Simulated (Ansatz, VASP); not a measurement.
## One calculation of CsAs3, two programs

```
Cs As
1.0
     0.00000    3.75095    3.75095
     3.75095    0.00000    3.75095
     3.75095    3.75095    0.00000
Cs As
1 3
Direct
  0.00000 0.00000 0.00000
  0.25000 0.25000 0.25000
  0.75000 0.75000 0.75000
  0.50000 0.50000 0.50000
```

Change from the starting cell: species swapped into the PrCd3 type (Fm-3m, No. 225).

Alike in both runs: functional PBE; k mesh 12 × 12 × 12; occupations gaussian, width 0.1 eV; no spin polarisation.

Ansatz relaxed the structure, and its values are those at the end. VASP's run is a single point on that final structure, the one shown.

|  | VASP | Ansatz |
| --- | --- | --- |
| version | VASP 6.6.1 | Ansatz 0.2.0 |
| potentials or method | VASP PAW PBE potentials, release 64 (Cs_sv, As), cutoff 520 eV | scalar-relativistic, plane waves, PAW |
| valence electrons in the cell | 24 | 54 |

```tsv
	VASP	Ansatz	Ansatz less VASP
gap on the k mesh at the Fermi level (eV)	none	none	-
pressure (GPa)	0.2	0.0	-0.18
```

A gap of «none» marks a metal or a gap that the smearing closes. VASP's potentials hold 24 valence electrons a cell and Ansatz's 54, so a difference there can come from the potentials and not from the codes.

Neither program's run includes spin-orbit coupling.
